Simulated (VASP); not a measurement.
# GaSi16 (a cell with a defect) in VASP: single point with PBE+D3(BJ)

Aim: the single point of GaSi16 (a cell with a defect) with PBE+D3(BJ).

Everything below comes from runs of VASP 6.6.1. Logs are shortened: lines on timing, memory, paths and dates and some standing lists are left out, and cuts for length are marked.

### 1 The cell of the first run

The cell holds a defect, 17 atoms: a = 7.679 Å, b = 7.679 Å, c = 7.679 Å, α = 60.00°, β = 60.00°, γ = 60.00°.

### 2 Single point, PBE+D3(BJ), collinear spin, zero start

INCAR reads:

```
PREC = Accurate
ENCUT = 520
EDIFF = 1E-7
ISMEAR = 0
SIGMA = 0.05
LREAL = Auto
LASPH = T
NELM = 150
ALGO = Normal
ISIF = 2
LWAVE = F
LCHARG = F
ISPIN = 2
MAGMOM = 0 0 0 0 0 0 0 0 0 0 0 0 0 0 0 0 0
LORBIT = 11
GGA = PE
IVDW = 12
NBANDS = 56
```

KPOINTS reads:

```
regular mesh
0
Gamma
  2 2 2
```

POSCAR reads:

```
GaSi16
1.0
    0.0000000000      5.4300000000      5.4300000000
    5.4300000000      0.0000000000      5.4300000000
    5.4300000000      5.4300000000      0.0000000000
Si Ga
16 1
Direct
    0.0181904236      0.0183453039     -0.0550574586
    0.1133625230      0.1135002762      0.1147824125
   -0.0033888582     -0.0032744936      0.4932866483
    0.1416033149      0.1417510129      0.5746112339
   -0.0210198895      0.5057121547      0.0093659300
    0.1133376611      0.6581704420      0.1147542357
   -0.0033319521      0.5130984346      0.4932531308
    0.1137411602      0.6246398711      0.6367205341
    0.5055496317     -0.0208606814      0.0093415285
    0.6580035912      0.1135227440      0.1146873849
    0.5129589319     -0.0031707182      0.4931847145
    0.6245198895      0.1138467772      0.6366898711
    0.5055453959      0.5057343462      0.0093569982
    0.6093509208      0.6095135359      0.1714015654
    0.4852549724      0.4853592081      0.5438945672
    0.6245793738      0.6247441989      0.6366968692
    0.2786036832      0.2787784530      1.1636436464
```

Potentials or basis: VASP PAW PBE potentials, release 64 (Si, Ga_d).

Started as:

```console
cat potpaw_PBE.64/Si/POTCAR potpaw_PBE.64/Ga_d/POTCAR > POTCAR
mpirun -np 1 vasp_std > vasp.out
```

OUTCAR:

```text
PREC = Accurate
   ENCUT = 520
   EDIFF = 1E-7
   ISMEAR = 0
   LREAL = Auto
   LASPH = T
   NELM = 150
   ISIF = 2
   ISPIN = 2
   LORBIT = 11
   GGA = PE
   IVDW = 12
 IVDW          = 12

 ion  position               nearest neighbor table
   1  0.018  0.018  0.945-   2 2.28   6 2.28  10 2.28   4 2.32
   2  0.113  0.114  0.115-   1 2.28   3 2.38  17 2.43   9 2.47   5 2.47
   3  0.997  0.997  0.493-   8 2.34  12 2.34   4 2.35   2 2.38
   4  0.142  0.142  0.575-   1 2.32   3 2.35  11 2.35   7 2.35  17 2.58
   5  0.979  0.506  0.009-  14 2.33   8 2.34   6 2.47   2 2.47  17 2.53
   6  0.113  0.658  0.115-   1 2.28   7 2.38  17 2.43   5 2.47  13 2.47
   7  0.997  0.513  0.493-   8 2.34  16 2.34   4 2.35   6 2.38
   8  0.114  0.625  0.637-   7 2.34   3 2.34   5 2.34  15 2.34
   9  0.506  0.979  0.009-  14 2.33  12 2.34   2 2.47  10 2.47  17 2.53
  10  0.658  0.114  0.115-   1 2.28  11 2.38  17 2.43   9 2.47  13 2.47
  11  0.513  0.997  0.493-  12 2.34  16 2.34   4 2.35  10 2.38
  12  0.625  0.114  0.637-  11 2.34   3 2.34   9 2.34  15 2.34
  13  0.506  0.506  0.009-  14 2.33  16 2.34   6 2.47  10 2.47  17 2.53
  14  0.609  0.610  0.171-   9 2.33   5 2.33  13 2.33  15 2.34
  15  0.485  0.485  0.544-  14 2.34   8 2.34  16 2.34  12 2.34
  16  0.625  0.625  0.637-   7 2.34  11 2.34  13 2.34  15 2.34
  17  0.279  0.279  0.164-  10 2.43   2 2.43   6 2.43  13 2.53   5 2.53   9 2.53   4 2.58

  LATTYP: Found a face centered cubic cell.
 ALAT       =    10.8600000000

  Lattice vectors:

 A1 = (   0.0000000000,   5.4300000000,   5.4300000000)
 A2 = (   5.4300000000,   0.0000000000,   5.4300000000)
 A3 = (   5.4300000000,   5.4300000000,   0.0000000000)

Analysis of symmetry for initial positions (statically):
=====================================================================
 Subroutine PRICEL returns:
 Original cell was already a primitive cell.

 Routine SETGRP: Setting up the symmetry group for a
 face centered cubic supercell.

 Subroutine GETGRP returns: Found  1 space group operations
 (whereof  1 operations were pure point group operations)
 out of a pool of 48 trial point group operations.

The static configuration has the point symmetry C_1 .

Analysis of symmetry for dynamics (positions and initial velocities):
=====================================================================
 Subroutine PRICEL returns:
 Original cell was already a primitive cell.

 Routine SETGRP: Setting up the symmetry group for a
 face centered cubic supercell.

 Subroutine GETGRP returns: Found  1 space group operations
 (whereof  1 operations were pure point group operations)
 out of a pool of 48 trial point group operations.

The dynamic configuration has the point symmetry C_1 .

Analysis of structural, dynamic, and magnetic symmetry:
=====================================================================
 Subroutine PRICEL returns:
 Original cell was already a primitive cell.

 Routine SETGRP: Setting up the symmetry group for a
 face centered cubic supercell.

 Subroutine GETGRP returns: Found  1 space group operations
 (whereof  1 operations were pure point group operations)
 out of a pool of 48 trial point group operations.

The overall configuration has the point symmetry C_1 .

 Subroutine INISYM returns: Found  1 space group operations
 (whereof  1 operations are pure point group operations),
 and found     1 'primitive' translations

----------------------------------------------------------------------------------------

                                     Primitive cell

  volume of cell :     320.2060

  direct lattice vectors                    reciprocal lattice vectors
     0.000000000  5.430000000  5.430000000    -0.092081031  0.092081031  0.092081031
     5.430000000  0.000000000  5.430000000     0.092081031 -0.092081031  0.092081031
     5.430000000  5.430000000  0.000000000     0.092081031  0.092081031 -0.092081031

  length of vectors
     7.679179644  7.679179644  7.679179644     0.159489025  0.159489025  0.159489025

  position of ions in fractional coordinates (direct lattice)
     0.018190424  0.018345304  0.944942541
     0.113362523  0.113500276  0.114782412
     0.996611142  0.996725506  0.493286648
     0.141603315  0.141751013  0.574611234
     0.978980110  0.505712155  0.009365930
     0.113337661  0.658170442  0.114754236
[... 9 lines left out ...]
     0.624579374  0.624744199  0.636696869
     0.278603683  0.278778453  0.163643646

  ion indices of the primitive-cell ions
   primitive index   ion index
                 1           1
                 2           2
                 3           3
                 4           4
                 5           5
                 6           6
[... 9 lines left out ...]
                16          16
                17          17

----------------------------------------------------------------------------------------

 KPOINTS: regular mesh

Automatic generation of k-mesh.
 Grid dimensions read from file:
 generate k-points for:    2    2    2

 Generating k-lattice:

  Cartesian coordinates                     Fractional coordinates (reciprocal lattice)
    -0.046040516  0.046040516  0.046040516     0.500000000  0.000000000  0.000000000
     0.046040516 -0.046040516  0.046040516     0.000000000  0.500000000  0.000000000
     0.046040516  0.046040516 -0.046040516     0.000000000  0.000000000  0.500000000

  Length of vectors
     0.079744512  0.079744512  0.079744512

  Shift w.r.t. Gamma in fractional coordinates (k-lattice)
     0.000000000  0.000000000  0.000000000

 Subroutine IBZKPT returns following result:
 ===========================================

 Found      8 irreducible k-points:

 Following reciprocal coordinates:
            Coordinates               Weight
  0.000000  0.000000  0.000000      1.000000
  0.500000  0.000000  0.000000      1.000000
  0.000000  0.500000  0.000000      1.000000
  0.000000  0.000000  0.500000      1.000000
  0.500000  0.500000  0.500000      1.000000
  0.500000  0.500000  0.000000      1.000000
  0.000000  0.500000  0.500000      1.000000
  0.500000  0.000000  0.500000      1.000000
   k-points           NKPTS =      8   k-points in BZ     NKDIM =      8   number of bands    NBANDS=     56
   number of dos      NEDOS =    301   number of ions     NIONS =     17
   total plane-waves  NPLWV = 216000
   dimension x,y,z NGX =    60 NGY =   60 NGZ =   60
   dimension x,y,z NGXF=   120 NGYF=  120 NGZF=  120
   ions per type =              16   1
   NGX,Y,Z   is equivalent  to a cutoff of  12.99, 12.99, 12.99 a.u.
   NGXF,Y,Z  is equivalent  to a cutoff of  25.98, 25.98, 25.98 a.u.
 SYSTEM =  unknown system
   PREC   = accura    normal or accurate (medium, high low for compatibility)
   ISTART =      0    job   : 0-new  1-cont  2-samecut
   ICHARG =      2    charge: 1-file 2-atom 10-const
   ISPIN  =      2    spin polarized calculation?
   LNONCOLLINEAR =      F non collinear calculations
   LSORBIT =      F    spin-orbit coupling
   LASPH  =      T    aspherical Exc in radial PAW
   ENCUT  =  520.0 eV  38.22 Ry    6.18 a.u.  14.28 14.28 14.28*2*pi/ulx,y,z
   NELM   =    150;   NELMIN=  2; NELMDL= -5     # of ELM steps
   EDIFF  = 0.1E-06   stopping-criterion for ELM
   LREAL  =      T    real-space projection
   EDIFFG = 0.1E-05   stopping-criterion for IOM
   NSW    =      0    number of steps for IOM
   IBRION =     -1    ionic relax: 0-MD 1-quasi-New 2-CG
   NFREE  =      0    steps in history (QN), initial steepest desc. (CG)
   ISIF   =      2    stress and relaxation
   ISYM   =      2    0-nonsym 1-usesym 2-fastsym
   POTIM  = 0.5000    time-step for ionic-motion
   TEBEG  =    0.0;   TEEND  =   0.0 temperature during run
   PSTRESS=    0.0 pullay stress
   NELECT =      77.0000    total number of electrons
   NUPDOWN=      -1.0000    fix difference up-down
   EMIN   =  10.00;   EMAX   =-10.00  energy-range for DOS
   EFERMI =   0.00;   METHOD = LEGACY
   ISMEAR =     0;   SIGMA  =   0.05  broadening in eV -4-tet -1-fermi 0-gaus
   EFERMI_NEDOS =   21; number of points for ismear=-14 and -15
   IALGO  =     38    algorithm
   IMIX   =      4    mixing-type and parameters
     AMIX     =   0.40;   BMIX     =  1.00
     AMIX_MAG =   1.60;   BMIX_MAG =  1.00
  volume/ion in A,a.u.               =      18.84       127.11
  Fermi-wavevector in a.u.,A,eV,Ry     =   1.018033  1.923804 14.100962  1.036391
  Thomas-Fermi vector in A             =   2.151468
   LORBIT       =     11    0 simple, 1 ext, 2 COOP (PROOUT), +10 PAW based schemes
   GGA     = PE    functional components
   LHFCALC =     F    Hartree Fock is set to
   AEXX    =    0.0000 exact exchange contribution
   IVDW    =    12    specifies the selected vdW correction
   LEPSILON=     F    determine dielectric tensor
   LRPA    =     F    only Hartree local field effects (RPA)
 spin polarized calculation
 Gauss-broadening in eV      SIGMA  =   0.05
  energy-cutoff  :      520.00
  volume of cell :      320.21
 maximum number of plane-waves:      8646
 NGX is ok and might be reduce to    60
   NGX = 29   NGY = 29   NGZ = 29

 number of electron      77.0000007 magnetization      -0.0001666

 number of electron      77.0000007 magnetization       0.0000122

 Free energy of the ion-electron system (eV)
  ---------------------------------------------------
  ext. energy  EPLUGINS =         0.00000000
  ---------------------------------------------------
  free energy    TOTEN  =       -85.40594718 eV

  energy without entropy =      -85.39723376  energy(sigma->0) =      -85.40159047

 E-fermi :   6.9193     XC(G=0):  -9.7449

 val. band max:        6.9138735882   @ k =   0.0000   0.0000   0.5000
 cond. band min:       6.9465418680   @ k =   0.0000   0.0000   0.0000
 fundamental gap:      0.0326682798
 Fermi energy:         6.9193267204

 spin component 1

 k-point     1 :       0.0000    0.0000    0.0000
  band No.  band energies     occupation
      1      -8.6686      1.00000
      2      -8.6686      1.00000
      3      -8.6291      1.00000
      4      -8.5833      1.00000
      5      -8.5833      1.00000
      6      -6.1020      1.00000
[... 42 lines left out ...]
     49       8.1796      0.00000
     50       8.5344      0.00000
[... 369 lines left out ...]
     49      10.3623      0.00000
     50      10.3925      0.00000
 Fermi energy:         6.9193267204

 spin component 2

 k-point     1 :       0.0000    0.0000    0.0000
  band No.  band energies     occupation
      1      -8.6686      1.00000
      2      -8.6686      1.00000
      3      -8.6291      1.00000
      4      -8.5833      1.00000
      5      -8.5833      1.00000
      6      -6.1020      1.00000
[... 42 lines left out ...]
     49       8.1796      0.00000
     50       8.5344      0.00000
[... 369 lines left out ...]
     49      10.3623      0.00000
     50      10.3925      0.00000
 [bands above 50 left out]

------------------------ aborting loop because EDIFF is reached ----------------------------------------

 Edisp (eV)   -5.62303

 E8    (eV) :    -2.3450

  FORCE on cell =-STRESS in cart. coord.  units (eV):
  Direction    XX          YY          ZZ          XY          YZ          ZX
  --------------------------------------------------------------------------------------
  -------------------------------------------------------------------------------------
  Total       5.54320     5.54670     5.54382    -1.35544     1.35845     1.35802
  in kB      27.73585    27.75336    27.73896    -6.78205     6.79710     6.79495
  external pressure =       27.74 kB  Pullay stress =        0.00 kB

 VOLUME and BASIS-vectors are now :
 -----------------------------------------------------------------------------
  energy-cutoff  :      520.00
  volume of cell :      320.21
      direct lattice vectors                 reciprocal lattice vectors
     0.000000000  5.430000000  5.430000000    -0.092081031  0.092081031  0.092081031
     5.430000000  0.000000000  5.430000000     0.092081031 -0.092081031  0.092081031
     5.430000000  5.430000000  0.000000000     0.092081031  0.092081031 -0.092081031

 POSITION                                       TOTAL-FORCE (eV/Angst)
 -----------------------------------------------------------------------------------
      5.23065      5.22981      0.19839         0.017605      0.018092     -0.017328
      1.23957      1.23883      1.23186        -0.021190     -0.022354     -0.003992
      8.09077      8.09015     10.82382         0.001077      0.001277     -0.009037
      3.88985      3.88904      1.53861         0.022637      0.023328     -0.020608
      2.79687      5.36672      8.06188        -0.065275     -0.003633      0.064406
      4.19698      1.23854      4.18929         0.003288     -0.021130      0.020984
[... 9 lines left out ...]
      6.84962      6.84873      6.78383        -0.023431     -0.023480      0.028705
      2.40235      2.40140      3.02658         0.361392      0.361520     -0.361294
 -----------------------------------------------------------------------------------
    total drift:                               -0.000319      0.002675     -0.000712

  FREE ENERGIE OF THE ION-ELECTRON SYSTEM (eV)
  ---------------------------------------------------
  free  energy   TOTEN  =       -91.0289809553 eV

  energy  without entropy=      -91.0202675320  energy(sigma->0) =      -91.02462424

 total charge

# of ion       s       p       d       tot
------------------------------------------
    1        0.764   0.974   0.000   1.738
    2        0.763   0.916   0.000   1.680
    3        0.747   0.939   0.000   1.686
    4        0.745   0.952   0.000   1.697
    5        0.751   0.918   0.000   1.669
    6        0.763   0.916   0.000   1.680
[... 9 lines left out ...]
   16        0.742   0.956   0.000   1.698
   17        1.056   0.782  10.046  11.884
--------------------------------------------------
tot         13.069  15.798  10.046  38.914

 magnetization (x)

# of ion       s       p       d       tot
------------------------------------------
    1        0.000  -0.000   0.000   0.000
    2        0.000  -0.000   0.000  -0.000
    3        0.000   0.000   0.000   0.000
    4        0.000   0.000   0.000   0.000
    5        0.000  -0.000   0.000   0.000
    6       -0.000  -0.000   0.000  -0.000
[... 9 lines left out ...]
   16        0.000   0.000   0.000   0.000
   17        0.000   0.000   0.000   0.000
--------------------------------------------------
tot          0.000   0.000   0.000   0.000
```

Run time: 20 min. Hardware: 1 thread of Intel Xeon 8259CL, shared host; peak memory 0.73 GiB.

Results:

- Free energy: -91.0290 eV
- Pressure: 2.8 GPa
- Largest force: 0.626 eV/Å
- Net moment: 0.00 μB per cell
- Valence electrons inside the program's atomic spheres: Si 1.74, 1.68, 1.69, 1.70, 1.67 (each value once); Ga 11.88
- Dispersion energy per atom: -0.331 eV

Forces on the atoms (eV/Å):
```
Si   0.018  0.018 -0.017
Si  -0.021 -0.022 -0.004
Si   0.001  0.001 -0.009
Si   0.023  0.023 -0.021
Si  -0.065 -0.004  0.064
Si   0.003 -0.021  0.021
Si   0.009  0.000 -0.001
Si  -0.023 -0.030  0.024
Si  -0.004 -0.065  0.065
Si  -0.021  0.004  0.021
Si   0.001  0.009 -0.001
Si  -0.030 -0.023  0.024
Si  -0.064 -0.065  0.004
Si  -0.095 -0.094  0.095
Si  -0.069 -0.069  0.069
Si  -0.023 -0.023  0.029
Ga   0.361  0.362 -0.361
```

Stress tensor (GPa, compression positive):
```
 2.77 -0.68  0.68
-0.68  2.78  0.68
 0.68  0.68  2.77
```

Caveat: the k points lie up to 0.50 Å⁻¹ apart.
